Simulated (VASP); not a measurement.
Write the native input for VASP 6.6.1 that does the following.

- Task: electric field gradients
- Functional: PBEsol
- Potentials or basis: VASP PAW PBE potentials, release 64 (Zr_sv)
- Cutoff: 520 eV
- k mesh: 13 × 13 × 7
- Occupations: fermi-dirac, width 0.08 eV
- Spin: no spin polarisation
- Dipole correction: no
- Further INCAR settings: ALGO = Normal; EDIFF = 1e-08; NBANDS = 19

The structure of Zr lies in POSCAR:

```
Zr
1.0
    3.2319982225      0.0323199822      0.0323199822
   -1.5880091855      2.7828325745      0.0118299345
    0.0514700000      0.0514700000      5.1470000000
Zr
2
Direct
    0.3333333333      0.6666666667      0.2500000000
    0.6666666667      0.3333333333      0.7500000000
```

This cell differs from its parent crystal: equal xy, yz and zx shear strains of +2 %.

The input as run:

INCAR

```
  ALGO = Normal
  EDIFF = 1E-8
  ENCUT = 520
  GGA = PS
  ISIF = 2
  ISMEAR = -1
  LASPH = True
  LCHARG = False
  LEFG = True
  LREAL = False
  LWAVE = False
  NBANDS = 19
  NELM = 60
  PREC = Accurate
  SIGMA = 0.08
```

KPOINTS

```
k-points
0
Gamma
  13 13 7
```

Potentials or basis: VASP PAW PBE potentials, release 64 (Zr_sv).

The run is started by

```bash
$ cat potpaw_PBE.64/Zr_sv/POTCAR > POTCAR
$ mpirun -np 1 vasp_std > vasp.out
```

Results of the run:

```
Pressure               : -3.2 GPa
Largest force          : 0.034 eV/Å
Band gap on the k mesh : zero (band 12 reaches 9.86 eV, above the bottom of band 13 at 8.58 eV)
```

Caveat: the cell differs from its parent crystal (equal xy, yz and zx shear strains of +2 %); without QUAD_EFG the Cq values of the log hold for a quadrupole moment of 1 mb, not for the nuclei; the PAW data sets were made with another functional, which shifts forces and pressure a little.

Run time: 5.2 min on 1 thread of Intel(R) Xeon(R) Platinum 8488C (Sapphire Rapids), on a shared host, peak memory 0.49 GiB.
